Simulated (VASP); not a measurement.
A run of VASP 6.6.1 is set up as follows.

File INCAR:

```
SYSTEM = BaO
  ALGO = Normal
  EDIFF = 1E-7
  ENCUT = 520
  ISIF = 2
  ISMEAR = 0
  KPAR = 4
  LASPH = .TRUE.
  LCHARG = .FALSE.
  LMIXTAU = .TRUE.
  LREAL = .FALSE.
  LWAVE = .FALSE.
  METAGGA = R2SCAN
  NBANDS = 15
  NELM = 60
  PREC = Accurate
  SIGMA = 0.02
```

Contents of KPOINTS:

```
k-points
0
G
  8 8 8
  0 0 0
```

Contents of POSCAR:

```
BaO                                     
1.0
    0.0000000000      2.8066082545      2.8066082545
    2.8066082545     -0.0000000000      2.8066082545
    2.8066082545      2.8066082545     -0.0000000000
  Ba              O             
     1     1
Direct
     0.0000000000000000    0.0000000000000000    0.0000000000000000
     0.5000000000000000    0.5000000000000000    0.5000000000000000
```

KPOINTS_OPT

```
path GXWKGLUWLK,UX
15
line-mode
reciprocal
 0.0000000000  0.0000000000  0.0000000000  G
 0.5000000000  0.0000000000  0.5000000000  X

 0.5000000000  0.0000000000  0.5000000000  X
 0.5000000000  0.2500000000  0.7500000000  W

 0.5000000000  0.2500000000  0.7500000000  W
 0.3750000000  0.3750000000  0.7500000000  K

 0.3750000000  0.3750000000  0.7500000000  K
 0.0000000000  0.0000000000  0.0000000000  G

 0.0000000000  0.0000000000  0.0000000000  G
 0.5000000000  0.5000000000  0.5000000000  L

 0.5000000000  0.5000000000  0.5000000000  L
 0.6250000000  0.2500000000  0.6250000000  U

 0.6250000000  0.2500000000  0.6250000000  U
 0.5000000000  0.2500000000  0.7500000000  W

 0.5000000000  0.2500000000  0.7500000000  W
 0.5000000000  0.5000000000  0.5000000000  L

 0.5000000000  0.5000000000  0.5000000000  L
 0.3750000000  0.3750000000  0.7500000000  K

 0.6250000000  0.2500000000  0.6250000000  U
 0.5000000000  0.0000000000  0.5000000000  X
```

Potentials or basis: VASP PAW PBE potentials, release 64 (Ba_sv, O).

Run with:

```bash
$ cat potpaw_PBE.64/Ba_sv/POTCAR potpaw_PBE.64/O/POTCAR > POTCAR
$ mpirun -np 4 vasp_std > vasp.out
```

(1) Predict the pressure.

(2) Estimate the band gap on the k mesh.

(3) What does it give for the band gap along the path?

Results:

(1) -1.2 GPa.

(2) 2.44 eV.

(3) 2.44 eV.

Caveat: the PAW data sets were made with another functional, which shifts forces and pressure a little; spin-orbit coupling is left out, which moves the levels of the heavy elements.
